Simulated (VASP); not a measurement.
# Al (Fm-3m) in VASP: a series of runs

The runs below take Al through single point, relaxation of cell and atoms, with r2SCAN, PBEsol.

Program: VASP 6.6.1. These are calculated values, not measurements. Logs are shortened: lines on timing, memory, paths and dates and some standing lists are left out, and cuts for length are marked.

## (1) The cell of the first run

It takes space group Fm-3m (No. 225, cubic). Conventional cell: a = 4.050 Å, b = 4.050 Å, c = 4.050 Å, α = 90.00°, β = 90.00°, γ = 90.00°. Al (site symmetry m-3m) has 12 Al at 2.86 Å within 3.8 Å.

## (2) Single point, r2SCAN

The input, POSCAR:

```
Al
1.0
    0.0000000000      2.0248050000      2.0248050000
    2.0248050000      0.0000000000      2.0248050000
    2.0248050000      2.0248050000      0.0000000000
Al
1
Direct
    0.0000000000      0.0000000000      0.0000000000
```

The input, INCAR.step1:

```
SYSTEM = Al
PREC = Accurate ; ENCUT = 520
ISMEAR = 1 ; SIGMA = 0.05
LREAL = .FALSE. ; LASPH = .TRUE.
NELM = 80 ; NBANDS = 8
GGA = PE ; ALGO = Normal
EDIFF = 1E-4 ; LWAVE = .TRUE.
LCHARG = .FALSE.
```

The input, INCAR.step2:

```
SYSTEM = Al
PREC = Accurate ; ENCUT = 520
EDIFF = 1E-6 ; ISMEAR = 1
SIGMA = 0.05 ; LREAL = .FALSE.
LASPH = .TRUE. ; NELM = 80
ALGO = Normal ; ISIF = 2
LWAVE = .FALSE. ; LCHARG = .FALSE.
METAGGA = R2SCAN ; LMIXTAU = .TRUE.
NBANDS = 8 ; ISTART = 1
```

The input, KPOINTS:

```
regular mesh
0
G
  11 11 11
  0 0 0
```

Potentials or basis: VASP PAW PBE potentials, release 64 (Al).

Started as:

```
cat potpaw_PBE.64/Al/POTCAR > POTCAR
cp INCAR.step1 INCAR
mpirun -np 1 vasp_std > vasp.out
cp INCAR.step2 INCAR
mpirun -np 1 vasp_std > vasp.out
```

OUTCAR:

```text
SYSTEM = Al
   PREC = Accurate
   ENCUT = 520
   EDIFF = 1E-6
   ISMEAR = 1
   LREAL = .FALSE.
   LASPH = .TRUE.
   NELM = 80
   ISIF = 2
   METAGGA = R2SCAN
   ISTART = 1

 ion  position               nearest neighbor table
   1  0.000  0.000  0.000-

  LATTYP: Found a face centered cubic cell.
 ALAT       =     4.0496100000

  Lattice vectors:

 A1 = (   0.0000000000,   2.0248050000,   2.0248050000)
 A2 = (   2.0248050000,   0.0000000000,   2.0248050000)
 A3 = (   2.0248050000,   2.0248050000,   0.0000000000)

Analysis of symmetry for initial positions (statically):
=====================================================================
 Subroutine PRICEL returns:
 Original cell was already a primitive cell.

 Routine SETGRP: Setting up the symmetry group for a
 face centered cubic supercell.

 Subroutine GETGRP returns: Found 48 space group operations
[... 9 lines left out ...]

 Routine SETGRP: Setting up the symmetry group for a
 face centered cubic supercell.

 Subroutine GETGRP returns: Found 48 space group operations
 (whereof 48 operations were pure point group operations)
 out of a pool of 48 trial point group operations.

The dynamic configuration has the point symmetry O_h .

 Subroutine INISYM returns: Found 48 space group operations
 (whereof 48 operations are pure point group operations),
 and found     1 'primitive' translations

----------------------------------------------------------------------------------------

                                     Primitive cell

  volume of cell :      16.6027

  direct lattice vectors                    reciprocal lattice vectors
     0.000000000  2.024805000  2.024805000    -0.246937359  0.246937359  0.246937359
     2.024805000  0.000000000  2.024805000     0.246937359 -0.246937359  0.246937359
     2.024805000  2.024805000  0.000000000     0.246937359  0.246937359 -0.246937359

  length of vectors
     2.863506692  2.863506692  2.863506692     0.427708053  0.427708053  0.427708053

  position of ions in fractional coordinates (direct lattice)
     0.000000000  0.000000000  0.000000000

  ion indices of the primitive-cell ions
   primitive index   ion index
                 1           1

----------------------------------------------------------------------------------------

 KPOINTS: regular mesh

Automatic generation of k-mesh.
 Grid dimensions read from file:
 generate k-points for:   11   11   11

 Generating k-lattice:

  Cartesian coordinates                     Fractional coordinates (reciprocal lattice)
    -0.022448851  0.022448851  0.022448851     0.090909091  0.000000000  0.000000000
     0.022448851 -0.022448851  0.022448851     0.000000000  0.090909091  0.000000000
     0.022448851  0.022448851 -0.022448851     0.000000000  0.000000000  0.090909091

  Length of vectors
     0.038882550  0.038882550  0.038882550

  Shift w.r.t. Gamma in fractional coordinates (k-lattice)
     0.000000000  0.000000000  0.000000000

 Subroutine IBZKPT returns following result:
 ===========================================

 Found     56 irreducible k-points:

 Following reciprocal coordinates:
            Coordinates               Weight
  0.000000  0.000000  0.000000      1.000000
  0.090909  0.000000  0.000000      8.000000
  0.181818  0.000000  0.000000      8.000000
  0.272727  0.000000  0.000000      8.000000
  0.363636  0.000000  0.000000      8.000000
  0.454545  0.000000  0.000000      8.000000
[... 16 lines left out ...]
 -0.272727  0.181818  0.000000     24.000000
 -0.181818  0.181818  0.000000     12.000000
 [... further k-points ...]
   k-points           NKPTS =     56   k-points in BZ     NKDIM =     56   number of bands    NBANDS=      8
   number of dos      NEDOS =    301   number of ions     NIONS =      1
   total plane-waves  NPLWV =  13824
   dimension x,y,z NGX =    24 NGY =   24 NGZ =   24
   dimension x,y,z NGXF=    48 NGYF=   48 NGZF=   48
   ions per type =               1
   NGX,Y,Z   is equivalent  to a cutoff of  13.93, 13.93, 13.93 a.u.
   NGXF,Y,Z  is equivalent  to a cutoff of  27.87, 27.87, 27.87 a.u.
 SYSTEM =  Al
   PREC   = accura    normal or accurate (medium, high low for compatibility)
   ISTART =      1    job   : 0-new  1-cont  2-samecut
   ICHARG =      0    charge: 1-file 2-atom 10-const
   ISPIN  =      1    spin polarized calculation?
   LNONCOLLINEAR =      F non collinear calculations
   LSORBIT =      F    spin-orbit coupling
   LASPH  =      T    aspherical Exc in radial PAW
   ENCUT  =  520.0 eV  38.22 Ry    6.18 a.u.   5.32  5.32  5.32*2*pi/ulx,y,z
   NELM   =     80;   NELMIN=  2; NELMDL=  0     # of ELM steps
   EDIFF  = 0.1E-05   stopping-criterion for ELM
   LREAL  =      F    real-space projection
   EDIFFG = 0.1E-04   stopping-criterion for IOM
   NSW    =      0    number of steps for IOM
   IBRION =     -1    ionic relax: 0-MD 1-quasi-New 2-CG
   NFREE  =      0    steps in history (QN), initial steepest desc. (CG)
   ISIF   =      2    stress and relaxation
   ISYM   =      2    0-nonsym 1-usesym 2-fastsym
   POTIM  = 0.5000    time-step for ionic-motion
   TEBEG  =    0.0;   TEEND  =   0.0 temperature during run
   PSTRESS=    0.0 pullay stress
   NELECT =       3.0000    total number of electrons
   NUPDOWN=      -1.0000    fix difference up-down
   EMIN   =  10.00;   EMAX   =-10.00  energy-range for DOS
   EFERMI =   0.00;   METHOD = LEGACY
   ISMEAR =     1;   SIGMA  =   0.05  broadening in eV -4-tet -1-fermi 0-gaus
   EFERMI_NEDOS =   21; number of points for ismear=-14 and -15
   IALGO  =     38    algorithm
   IMIX   =      4    mixing-type and parameters
     AMIX     =   0.40;   BMIX     =  1.00
     AMIX_MAG =   1.60;   BMIX_MAG =  1.00
  volume/ion in A,a.u.               =      16.60       112.04
  Fermi-wavevector in a.u.,A,eV,Ry     =   0.925526  1.748991 11.654733  0.856599
  Thomas-Fermi vector in A             =   2.051390
   LORBIT       =      0    0 simple, 1 ext, 2 COOP (PROOUT), +10 PAW based schemes
   METAGGA = R2SCAN    functional components
   LHFCALC =     F    Hartree Fock is set to
   AEXX    =    0.0000 exact exchange contribution
   IVDW    =     0    specifies the selected vdW correction
   LEPSILON=     F    determine dielectric tensor
   LRPA    =     F    only Hartree local field effects (RPA)
 non-spin polarized calculation
[... 29 lines left out ...]
      4      21.2423      0.00000
      5      23.0881      0.00000
      6      23.0881      0.00000
      7      23.0881      0.00000
      8      25.2685      0.00000

 k-point     2 :       0.0909    0.0000    0.0000
  band No.  band energies     occupation
      1      -3.6066      2.00000
      2      18.2161      0.00000
      3      20.6318      0.00000
      4      20.6318      0.00000
      5      23.6792      0.00000
      6      24.0657      0.00000
      7      24.0657      0.00000
      8      27.2966      0.00000

 k-point     3 :       0.1818    0.0000    0.0000
  band No.  band energies     occupation
      1      -2.8952      2.00000
      2      14.3541      0.00000
      3      19.8874      0.00000
      4      19.8874      0.00000
      5      23.4027      0.00000
      6      24.8908      0.00000
      7      24.8908      0.00000
      8      26.3715      0.00000

 k-point     4 :       0.2727    0.0000    0.0000
  band No.  band energies     occupation
      1      -1.7172      2.00000
      2      10.7201      0.00000
      3      19.4653      0.00000
      4      19.4653      0.00000
      5      23.1660      0.00000
      6      23.1929      0.00000
      7      23.1929      0.00000
      8      27.4383      0.00000

 k-point     5 :       0.3636    0.0000    0.0000
  band No.  band energies     occupation
      1      -0.0840      2.00000
      2       7.4271      2.00000
      3      19.4217      0.00000
      4      19.4217      0.00000
      5      21.6751      0.00000
      6      21.6751      0.00000
      7      23.2294      0.00000
      8      25.8684      0.00000

 k-point     6 :       0.4545    0.0000    0.0000
  band No.  band energies     occupation
      1       1.9816      2.00000
      2       4.5270      2.00000
      3      19.7650      0.00000
      4      19.7650      0.00000
      5      20.5381      0.00000
      6      20.5381      0.00000
      7      23.6593      0.00000
      8      24.6406      0.00000

 k-point     7 :       0.0909    0.0909    0.0000
  band No.  band energies     occupation
      1      -3.5274      2.00000
      2      19.3228      0.00000
      3      19.3228      0.00000
      4      19.5173      0.00000
      5      22.3879      0.00000
      6      25.2882      0.00000
      7      25.4669      0.00000
      8      25.4669      0.00000

 k-point     8 :       0.1818    0.0909    0.0000
  band No.  band energies     occupation
      1      -2.9741      2.00000
      2      15.7495      0.00000
      3      18.3521      0.00000
      4      19.7243      0.00000
      5      22.7532      0.00000
      6      23.1099      0.00000
      7      25.8172      0.00000
      8      26.9546      0.00000

 k-point     9 :       0.2727    0.0909    0.0000
  band No.  band energies     occupation
      1      -1.9521      2.00000
      2      12.0671      0.00000
      3      17.7675      0.00000
      4      19.3843      0.00000
      5      20.8355      0.00000
      6      24.8879      0.00000
      7      25.7066      0.00000
      8      25.8455      0.00000

 k-point    10 :       0.3636    0.0909    0.0000
  band No.  band energies     occupation
      1      -0.4713      2.00000
      2       8.6714     -0.00000
      3      17.5799      0.00000
      4      18.9405      0.00000
      5      19.4438      0.00000
      6      24.2924      0.00000
      7      25.5059      0.00000
      8      27.1884      0.00000
[... 78 lines left out ...]
 k-point    18 :       0.2727    0.1818    0.0000
  band No.  band energies     occupation
      1      -1.7174      2.00000
      2      13.7412      0.00000
      3      16.4812      0.00000
      4      17.7168      0.00000
      5      18.2065      0.00000
      6      21.4393      0.00000
      7      28.6719      0.00000
      8      29.4584      0.00000

 k-point    19 :       0.3636    0.1818    0.0000
  band No.  band energies     occupation
      1      -0.3943      2.00000
      2      10.3127      0.00000
      3      16.0975      0.00000
      4      16.1518      0.00000
      5      17.9312      0.00000
      6      23.6342      0.00000
      7      27.2368      0.00000
      8      29.4916      0.00000

 k-point    20 :       0.4545    0.1818    0.0000
  band No.  band energies     occupation
      1       1.3748      2.00000
      2       7.1883      2.00000
      3      14.6261      0.00000
      4      16.2272      0.00000
      5      18.0908      0.00000
      6      25.9333      0.00000
      7      26.3213      0.00000
      8      29.3265      0.00000

 k-point    21 :      -0.4545    0.1818    0.0000
  band No.  band energies     occupation
      1       3.5281      2.00000
      2       4.4849      2.00000
      3      13.5665      0.00000
      4      16.7085      0.00000
      5      18.6469      0.00000
      6      24.9537      0.00000
      7      27.6624      0.00000
      8      30.0826      0.00000

 k-point    22 :      -0.3636    0.1818    0.0000
  band No.  band energies     occupation
      1       2.0613      2.00000
      2       6.2134      2.00000
      3      12.9459      0.00000
      4      17.5968      0.00000
      5      19.6208      0.00000
      6      24.3408      0.00000
      7      27.1769      0.00000
      8      30.2219      0.00000

 k-point    23 :      -0.2727    0.1818    0.0000
  band No.  band energies     occupation
      1       0.1475      2.00000
      2       9.1580      0.00000
      3      12.8139      0.00000
      4      18.8908      0.00000
      5      20.9945      0.00000
      6      24.0757      0.00000
      7      26.6972      0.00000
      8      27.2326      0.00000

 k-point    24 :      -0.1818    0.1818    0.0000
  band No.  band energies     occupation
      1      -1.3267      2.00000
      2      11.9684      0.00000
      3      13.6165      0.00000
      4      20.5793      0.00000
      5      22.7097      0.00000
      6      23.6954      0.00000
      7      25.0779      0.00000
      8      26.0327      0.00000

 [... further k-points ...]
[... 5 lines left out ...]
  --------------------------------------------------------------------------------------
  -------------------------------------------------------------------------------------
  Total       -0.3854605     -0.3854605     -0.3854605     -0.0000000      0.0000000      0.0000000
  in kB      -37.1972503    -37.1972503    -37.1972503     -0.0000000      0.0000000      0.0000000
  external PRESSURE =     -37.1972503 kB  Pullay stress =       0.0000000 kB

 VOLUME and BASIS-vectors are now :
 -----------------------------------------------------------------------------
  energy-cutoff  :      520.00
  volume of cell :       16.60
      direct lattice vectors                 reciprocal lattice vectors
     0.000000000  2.024805000  2.024805000    -0.246937359  0.246937359  0.246937359
     2.024805000  0.000000000  2.024805000     0.246937359 -0.246937359  0.246937359
     2.024805000  2.024805000  0.000000000     0.246937359  0.246937359 -0.246937359

 POSITION                                       TOTAL-FORCE (eV/Angst)
 -----------------------------------------------------------------------------------
      0.00000      0.00000      0.00000         0.000000      0.000000      0.000000
 -----------------------------------------------------------------------------------
    total drift:                                0.000000     -0.000000     -0.000000

  FREE ENERGIE OF THE ION-ELECTRON SYSTEM (eV)
  ---------------------------------------------------
  free  energy   TOTEN  =        -6.7356279830 eV

  energy  without entropy=       -6.7355285320  energy(sigma->0) =       -6.73559483
```

It took 79 s on 1 thread of AMD EPYC 7R13, shared host; peak memory 0.1 GiB.

Results:

```yaml
Free_energy: -6.7356 eV
Pressure: -3.7 GPa
```

Caveat: the PAW data sets were made with another functional, which shifts forces and pressure a little.

## (3) Relaxation of cell and atoms, PBEsol

The input, INCAR:

```
PREC = Accurate
ENCUT = 600
EDIFF = 1E-6
ISMEAR = -1
SIGMA = 0.05
LREAL = F
LASPH = T
NELM = 80
ALGO = Normal
ISIF = 3
LWAVE = F
LCHARG = F
GGA = PS
IBRION = 2
NSW = 80
EDIFFG = -0.02
```

The input, KPOINTS:

```
Automatic mesh
0
Gamma
  11 11 11
```

POSCAR is that of step 2.

Potentials or basis: VASP PAW PBE potentials, release 64 (Al).

Started as:

```
cat potpaw_PBE.64/Al/POTCAR > POTCAR
mpirun -np 1 vasp_std > vasp.out
```

Run time: 18 s. Hardware: 1 thread of AMD EPYC 7R13, shared host; peak memory 0.11 GiB.

Results (log left out):

| Item | Value |
| --- | --- |
| Free energy | -4.1019 eV |
| Relaxed volume | 16.22 Å³/atom |
| Relaxed cell | a = 2.841 Å, b = 2.841 Å, c = 2.841 Å, α = 60.00°, β = 60.00°, γ = 60.00° |
| Space group after relaxing (to 0.05 Å) | Fm-3m (No. 225) |
| Energy gained by relaxing | 2.3 meV/atom |
| Ionic steps | 3 |
| Pressure after relaxing | 0.0 GPa |

Step by step:
| step | energy change (eV) | largest force (eV/Å) | pressure (GPa) | volume (Å³) |
| --- | --- | --- | --- | --- |
| 1 | 0.0000 | 0.0000 | -1.87 | 16.60 |
| 2 | -0.0022 | 0.0000 | 0.39 | 16.14 |
| 3 | -0.0023 | 0.0000 | 0.00 | 16.22 |

Final structure:
```cif
data_structure
_symmetry_space_group_name_H-M 'P 1'
_symmetry_Int_Tables_number 1
_cell_length_a 2.8410
_cell_length_b 2.8410
_cell_length_c 2.8410
_cell_angle_alpha 60.000
_cell_angle_beta 60.000
_cell_angle_gamma 60.000
_cell_volume 16.22
loop_
_atom_site_label
_atom_site_type_symbol
_atom_site_fract_x
_atom_site_fract_y
_atom_site_fract_z
_atom_site_occupancy
Al1 Al 0.00000 0.00000 0.00000 1
```

Levels at points of the mesh, in eV from the Fermi level:
| k point | band 1 | band 2 | band 3 | band 4 |
| --- | --- | --- | --- | --- |
| (0.00, 0.00, 0.00) | -11.25 | 12.69 | 12.69 | 12.69 |

Caveat: the PAW data sets were made with another functional, which shifts forces and pressure a little.

## (4) Relaxation of cell and atoms, PBEsol, target pressure 5 GPa, at which the enthalpy is minimised

The input, INCAR:

```
  PREC = Accurate
  ENCUT = 600
  EDIFF = 1E-6
  ISMEAR = -1
  SIGMA = 0.05
  LREAL = F
  LASPH = T
  NELM = 100
  ALGO = Normal
  ISIF = 3
  LWAVE = F
  LCHARG = F
  GGA = PS
  IBRION = 2
  NSW = 80
  EDIFFG = -0.02
  PSTRESS = 50.0
```

KPOINTS is that of step 3.

POSCAR is that of step 3.

Started as:

```
cat potpaw_PBE.64/Al/POTCAR > POTCAR
mpirun -np 1 vasp_std > vasp.out
```

Run time: 20 s. Hardware: 1 thread of AMD EPYC 7R13, shared host; peak memory 0.1 GiB.

The run converged. Its results:

| Property | Result |
| --- | --- |
| Free energy | -4.0893 eV |
| Relaxed volume | 15.37 Å³/atom |
| Relaxed cell | a = 2.791 Å, b = 2.791 Å, c = 2.791 Å, α = 60.00°, β = 60.00°, γ = 60.00° |
| Space group after relaxing (to 0.05 Å) | Fm-3m (No. 225) |
| Energy change on relaxing (the enthalpy is what falls) | +10.3 meV/atom |
| Ionic steps | 3 |
| Pressure after relaxing | 5.0 GPa |

Step by step:
| step | energy change (eV) | largest force (eV/Å) | pressure (GPa) | volume (Å³) |
| --- | --- | --- | --- | --- |
| 1 | 0.0000 | 0.0000 | -1.87 | 16.60 |
| 2 | 0.0273 | 0.0000 | 8.05 | 14.95 |
| 3 | 0.0103 | 0.0000 | 5.02 | 15.37 |

Final structure:
```
CELL_PARAMETERS angstrom
0.00000 1.97338 1.97338
1.97338 0.00000 1.97338
1.97338 1.97338 0.00000
ATOMIC_POSITIONS crystal
Al 0.00000 0.00000 0.00000
```

Levels at points of the mesh, in eV from the Fermi level:
| k point | band 1 | band 2 | band 3 | band 4 |
| --- | --- | --- | --- | --- |
| (0.00, 0.00, 0.00) | -11.62 | 13.00 | 13.00 | 13.00 |

Caveat: the cell is relaxed towards a set pressure, so the enthalpy falls and the energy may rise; the PAW data sets were made with another functional, which shifts forces and pressure a little.

## (5) Relaxation of cell and atoms, PBEsol, target pressure 10 GPa, at which the enthalpy is minimised

The input, INCAR:

```
SYSTEM = Al
  PREC = Accurate
  ENCUT = 600
  EDIFF = 1E-7
  ISMEAR = -1
  SIGMA = 0.05
  LREAL = .FALSE.
  LASPH = .TRUE.
  NELM = 100
  ALGO = Normal
  ISIF = 3
  LWAVE = .FALSE.
  LCHARG = .FALSE.
  GGA = PS
  IBRION = 2
  NSW = 80
  EDIFFG = -0.02
  PSTRESS = 100.0
```

The input, KPOINTS:

```
Automatic mesh
0
G
  11 11 11
  0 0 0
```

POSCAR is that of step 4.

Started as:

```
cat potpaw_PBE.64/Al/POTCAR > POTCAR
mpirun -np 1 vasp_std > vasp.out
```

Wall time 23 s (1 thread of AMD EPYC 7R13, shared host); peak memory 0.11 GiB.

It converged, with:

- Free energy: -4.0590 eV
- Relaxed volume: 14.71 Å³/atom
- Relaxed cell: a = 2.750 Å, b = 2.750 Å, c = 2.750 Å, α = 60.00°, β = 60.00°, γ = 60.00°
- Space group after relaxing (to 0.05 Å): Fm-3m (No. 225)
- Energy change on relaxing (the enthalpy is what falls): +40.7 meV/atom
- Ionic steps: 3
- Pressure after relaxing: 10.0 GPa

Step by step:
```tsv
step	energy change (eV)	largest force (eV/Å)	pressure (GPa)	volume (Å³)
1	0.0000	0.0000	-1.87	16.60
2	0.1193	0.0000	18.72	13.82
3	0.0407	0.0000	9.96	14.71
```

Final structure:
```xyz
1
Lattice="0.0000 1.9448 1.9448 1.9448 0.0000 1.9448 1.9448 1.9448 0.0000" Properties=species:S:1:pos:R:3 pbc="T T T"
Al    0.0000    0.0000    0.0000
```

Levels at points of the mesh, in eV from the Fermi level:
```
           k point  band 1  band 2  band 3  band 4
(0.00, 0.00, 0.00)  -11.93   13.26   13.26   13.26
```

Caveat: the cell is relaxed towards a set pressure, so the enthalpy falls and the energy may rise; the PAW data sets were made with another functional, which shifts forces and pressure a little.

## (6) Overview

```csv
task,level,cell,cutoff (eV),smearing,gap on the mesh (eV),pressure (GPa)
single point,r2SCAN,as given,520,methfessel-paxton 0.05 eV,none,-3.7
relaxation of cell and atoms,PBEsol,relaxed,600,fermi-dirac 0.05 eV,none,0.0
relaxation of cell and atoms,PBEsol,relaxed to 5 GPa,600,fermi-dirac 0.05 eV,none,5.0
relaxation of cell and atoms,PBEsol,relaxed to 10 GPa,600,fermi-dirac 0.05 eV,none,10.0
```

Alike in all rows: potentials or basis VASP PAW PBE potentials, release 64 (Al); no spin polarisation; k mesh 11 × 11 × 11.

Caveats: the PAW data sets were made with another functional, which shifts forces and pressure a little; the cell is relaxed towards a set pressure, so the enthalpy falls and the energy may rise (some runs).

Absolute energies hang on the potentials; compare differences alone.

## (7) How close it comes

Step 3. The cell as given is a measured one (16.60 Å³/atom); PBEsol puts the equilibrium volume -2.3 % from it, thermal expansion not counted.
